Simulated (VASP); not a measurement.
A run of VASP 6.6.1:

The input INCAR:

```
PREC = Accurate
ENCUT = 520
EDIFF = 1E-6
ISMEAR = 0
SIGMA = 0.1
LREAL = False
LASPH = True
NELM = 60
ALGO = Normal
ISIF = 2
LWAVE = False
LCHARG = False
GGA = PE
NBANDS = 14
```

KPOINTS

```
regular mesh
0
Gamma
  12 12 8
```

POSCAR

```
Sb
1.0
    4.1847927323      0.0000000000      0.0000000000
   -2.0923963662      3.6241368158      0.0000000000
    0.0000000000      0.0000000000      6.7341432178
Sb
3
Direct
    0.6666666667      0.3333333333      0.7138693804
    0.6666666667      0.3333333333      0.2861306196
    0.0000000000      0.0000000000      0.0000000000
```

Potentials or basis: VASP PAW PBE potentials, release 64 (Sb).

The run is started by

```console
$ cat potpaw_PBE.64/Sb/POTCAR > POTCAR
$ mpirun -np 1 vasp_std > vasp.out
```

Hardware: 1 thread of Intel(R) Xeon(R) 6975P-C (Granite Rapids), on a shared host.

Q: How long does it take, and how much memory?

A: Wall time 39 s on 1 thread of Intel(R) Xeon(R) 6975P-C (Granite Rapids), with other jobs on the host, peak memory 0.27 GiB. Counts: scf iterations 12, k points 95.
